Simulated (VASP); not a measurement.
Input of a VASP 6.6.1 run:

Contents of INCAR:

```
  ALGO = Normal
  EDIFF = 1E-7
  EDIFFG = -0.005
  ENCUT = 600
  GGA_COMPAT = False
  IBRION = 2
  ISIF = 3
  ISMEAR = 0
  LASPH = True
  LCHARG = False
  LREAL = False
  LWAVE = False
  NELM = 120
  NELMIN = 4
  NSW = 70
  PREC = Accurate
  SIGMA = 0.02
```

KPOINTS

```
k-points
0
Gamma
  8 8 8
```

POSCAR

```
KTaO3
1.0
    4.0243806737      0.0000000000      0.0000000000
    0.0000000000      4.0243806737      0.0000000000
    0.0000000000      0.0000000000      4.0243806737
K Ta O
1 1 3
Direct
    0.5000000000      0.5000000000      0.5000000000
    0.0000000000      0.0000000000      0.0000000000
    0.5000000000      0.0000000000      0.0000000000
    0.0000000000      0.5000000000      0.0000000000
    0.0000000000      0.0000000000      0.5000000000
```

Potentials or basis: VASP PAW LDA potentials, release 64 (K_sv, Ta_sv_GW, O).

The run is started by

```bash
$ cat potpaw_LDA.64/K_sv/POTCAR potpaw_LDA.64/Ta_sv_GW/POTCAR potpaw_LDA.64/O/POTCAR > POTCAR
$ mpirun -np 1 vasp_std > vasp.out
```

Estimate the relaxed volume.

12.39 Å³/atom.

Estimate the relaxed cell.

a = 3.957 Å, b = 3.957 Å, c = 3.957 Å, α = 90.00°, β = 90.00°, γ = 90.00°.

Predict the space group after relaxing (to 0.1 Å).

Pm-3m (No. 221).

What does it give for the band gap on the k mesh?

2.10 eV (least direct gap 2.71 eV).

Step by step:
```tsv
step	energy change (eV)	largest force (eV/Å)	pressure (GPa)	volume (Å³)
1	0.0000	0.0000	-9.94	65.18
2	0.1057	0.0000	17.54	57.84
3	-0.1051	0.0000	-0.18	62.00
4	-0.1051	0.0000	0.03	61.94
```

Caveat: spin-orbit coupling is left out, which moves the levels of the heavy elements. Zero-point motion and thermal expansion aren't in these numbers.
